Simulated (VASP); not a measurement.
Wanted: the native input for a VASP 6.6.1 run.

- Task: single point
- Functional: PBE
- Potentials or basis: VASP PAW PBE potentials, release 64 (Cu, O)
- Cutoff: 520 eV
- k mesh: 6 × 6 × 6
- Occupations: gaussian, width 0.1 eV
- Spin: collinear spin
- Starting moments: [1.0, 1.0, 1.0, 0.0, 0.0, 0.0] μB
- Dipole correction: no
- Further INCAR settings: ALGO = Normal; EDIFF = 1e-06; NBANDS = 38

The structure of CuO lies in POSCAR:

```
CuO
1.0
    4.4829804532      0.0000000000      0.0000000000
   -2.2414902266      3.8823749572      0.0000000000
    0.0000000000      0.0000000000      3.6169501384
Cu O
3 3
Direct
    0.5000000000      0.0000000000      0.0000000000
    0.5000000000      0.5000000000      0.0000000000
    0.0000000000      0.5000000000      0.0000000000
    0.0000000000      0.0000000000      0.0000000000
    0.3333333333      0.6666666667      0.5000000000
    0.6666666667      0.3333333333      0.5000000000
```

The input as run:

INCAR

```
ALGO = Normal
EDIFF = 1E-6
ENCUT = 520
GGA = PE
ISIF = 2
ISMEAR = 0
ISPIN = 2
LASPH = T
LCHARG = F
LMAXMIX = 4
LORBIT = 11
LREAL = F
LWAVE = F
MAGMOM = 1 1 1 0 0 0
NBANDS = 38
NELM = 150
PREC = Accurate
SIGMA = 0.1
```

KPOINTS

```
k-points
0
Gamma
  6 6 6
```

Potentials or basis: VASP PAW PBE potentials, release 64 (Cu, O).

Launch:

```console
$ cat potpaw_PBE.64/Cu/POTCAR potpaw_PBE.64/O/POTCAR > POTCAR
$ mpirun -np 1 vasp_std > vasp.out
```

Results of the run:

- Pressure: 5.6 GPa
- Net moment: 0.00 μB per cell
- Valence electrons inside the program's atomic spheres: Cu 9.94; O 4.83, 4.81 (each value once)

Caveat: the cell stands under pressure.

Run time: 88 s on 1 thread of Intel(R) Xeon(R) 6975P-C (Granite Rapids), with other jobs on the host, peak memory 0.26 GiB.
